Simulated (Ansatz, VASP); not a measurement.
**Two plane-wave programs on LiH**

POSCAR

```
LiH
1.0
    0.0000000000      1.9831609796      1.9831609796
    1.9831609796      0.0000000000      1.9831609796
    1.9831609796      1.9831609796      0.0000000000
Li H
1 1
Direct
    0.0000000000      0.0000000000      0.0000000000
    0.5000000000      0.5000000000      0.5000000000
```

Contents of INCAR.step1:

```
  PREC = Accurate
  ENCUT = 830
  ISMEAR = 0
  SIGMA = 0.01
  LREAL = F
  LASPH = T
  NELM = 120
  NBANDS = 9
  GGA = PE
  ALGO = Normal
  EDIFF = 1E-5
  LWAVE = T
  LCHARG = F
  GGA_COMPAT = F
```

Contents of INCAR.step2:

```
  PREC = Accurate
  ENCUT = 830
  EDIFF = 1E-6
  ISMEAR = 0
  SIGMA = 0.01
  LREAL = F
  LASPH = T
  NELM = 120
  ALGO = Normal
  ISIF = 2
  LWAVE = F
  LCHARG = T
  METAGGA = R2SCAN
  LMIXTAU = T
  LELF = T
  LVHAR = T
  NBANDS = 9
  ISTART = 1
  GGA_COMPAT = F
```

File KPOINTS:

```
Automatic mesh
0
Gamma
  10 10 10
```

Input for Ansatz:

```yaml
crystal:
  lattice:
    - [0.0, 1.9831609796, 1.9831609796]
    - [1.9831609796, 0.0, 1.9831609796]
    - [1.9831609796, 1.9831609796, 0.0]
  atoms:
    - { symbol: Li, position: [0.0, 0.0, 0.0] }
    - { symbol: H, position: [0.5, 0.5, 0.5] }
kpoints:
  mp_grid: { grid: [10, 10, 10] }
hamiltonian:
  xc: r2scan
scf:
  occupations: { method: fixed }
  n_extra_bands: 4
output:
  forces: true
  stress: true
  eigenvalues: true
```

Alike in both runs: task single point; functional r2SCAN; k mesh 10 × 10 × 10; no spin polarisation.

```csv
,VASP,Ansatz
version,VASP 6.6.1,Ansatz 0.2.0
potentials or method,"VASP PAW PBE potentials, release 64 (Li_sv, H)","plane waves, PAW"
plane-wave cutoff (eV),830,500
occupations,"gaussian, width 0.01 eV",fixed
valence electrons in the cell,4,4
```

|  | VASP | Ansatz | Ansatz less VASP |
| --- | --- | --- | --- |
| gap on the k mesh at the Fermi level (eV) | 3.56 | 3.61 | +0.050 |
| pressure (GPa) | 0.8 | 1.1 | +0.35 |

VASP's potentials were made for PBE, not for r2SCAN.
